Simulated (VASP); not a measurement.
Write the native input for VASP 6.6.1 that does the following.

```yaml
Task: single point
Functional: LDA
Potentials_or_basis: VASP PAW LDA potentials, release 64 (Ta_pv, Re)
Cutoff: 520 eV
k_mesh: 8 × 8 × 5
Occupations: gaussian, width 0.05 eV
Spin: no spin polarisation
Dipole_correction: no
Further_INCAR_settings: ALGO = Normal; EDIFF = 1e-06; NBANDS = 16
```

The structure of TaRe lies in POSCAR:

```
TaRe
1.0
    1.5653564307     -2.2449003551      0.0000000000
    1.5653564307      2.2449003551      0.0000000000
    0.0000000000      0.0000000000      4.3578613821
Ta Re
1 1
Direct
    0.5000000000      0.5000000000      0.5000000000
    0.0000000000      0.0000000000      0.0000000000
```

These files were run (other wordings do the same):

INCAR

```
PREC = Accurate ; ENCUT = 520
EDIFF = 1E-6 ; ISMEAR = 0
SIGMA = 0.05 ; LREAL = F
LASPH = T ; NELM = 100
ALGO = Normal ; ISIF = 2
LWAVE = F ; LCHARG = F
GGA = CA ; NBANDS = 16
```

KPOINTS

```
Automatic mesh
0
Gamma
  8 8 5
```

Potentials or basis: VASP PAW LDA potentials, release 64 (Ta_pv, Re).

Command:

```bash
$ cat potpaw_LDA.64/Ta_pv/POTCAR potpaw_LDA.64/Re/POTCAR > POTCAR
$ mpirun -np 1 vasp_std > vasp.out
```

It gave:

```json
{
  "Pressure": "7.7 GPa",
  "Band gap on the k mesh": "zero (band 9 reaches 10.12 eV, above the bottom of band 10 at 6.81 eV)"
}
```

Caveat: spin-orbit coupling is left out, which moves the levels of the heavy elements.

Wall time 18 s on 1 thread of Intel(R) Xeon(R) Platinum 8488C (Sapphire Rapids), with other jobs on the host, peak memory 0.15 GiB.
